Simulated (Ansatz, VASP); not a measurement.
One calculation of SrCl2, two programs

The input INCAR:

```
SYSTEM = SrCl2
PREC = Accurate
ENCUT = 520
EDIFF = 1E-7
ISMEAR = -1
SIGMA = 0.05
LREAL = .FALSE.
LASPH = .TRUE.
NELM = 60
ALGO = Normal
ISIF = 2
LWAVE = .FALSE.
LCHARG = .FALSE.
NBANDS = 19
```

The input KPOINTS:

```
regular mesh
0
G
  7 7 7
  0 0 0
```

The input POSCAR:

```
SrCl2
1.0
    0.0000000000      3.5342546063      3.5342546063
    3.5342546063      0.0000000000      3.5342546063
    3.5342546063      3.5342546063      0.0000000000
Sr Cl
1 2
Direct
    0.0000000000      0.0000000000      0.0000000000
    0.7500000000      0.7500000000      0.7500000000
    0.2500000000      0.2500000000      0.2500000000
```

Contents of input.yaml:

```yaml
crystal:
  lattice:
    - [0.0, 3.5342546063, 3.5342546063]
    - [3.5342546063, 0.0, 3.5342546063]
    - [3.5342546063, 3.5342546063, 0.0]
  atoms:
    - { symbol: Sr, position: [0.0, 0.0, 0.0] }
    - { symbol: Cl, position: [0.75, 0.75, 0.75] }
    - { symbol: Cl, position: [0.25, 0.25, 0.25] }
kpoints:
  mp_grid: { grid: [7, 7, 7] }
scf:
  occupations: { method: fermi_dirac, width: 0.05 }
hamiltonian:
  xc: lda
  pseudopotentials: { kind: all_electron, lapw: { basis_error: 0.002 } }
output:
  forces: true
  stress: true
  eigenvalues: true
```

Change from the starting cell: volume scaled by 1.04.

Alike in both runs: task single point; functional LDA; k mesh 7 × 7 × 7; occupations fermi-dirac, width 0.05 eV; no spin polarisation.

|  | VASP | Ansatz |
| --- | --- | --- |
| version | VASP 6.6.1 | Ansatz 0.2.0 |
| potentials or method | VASP PAW LDA potentials, release 64 (Sr_sv, Cl), cutoff 520 eV | all-electron LAPW, scalar-relativistic |

Ansatz gave:

| Quantity | Value |
| --- | --- |
| gap on the k mesh at the Fermi level (eV) | 4.77 |
| least direct gap on the mesh (eV) | 5.07 |
| pressure (GPa) | -3.9 |

Question: Which values does VASP return?

Answer: gap on the k mesh at the Fermi level (eV): 4.78; least direct gap on the mesh (eV): 5.07; pressure (GPa): -3.8.

LDA's correlation is that of Perdew and Zunger in VASP and of Perdew and Wang (1992) in Ansatz. Ansatz ran all-electron here, and VASP with PAW potentials.
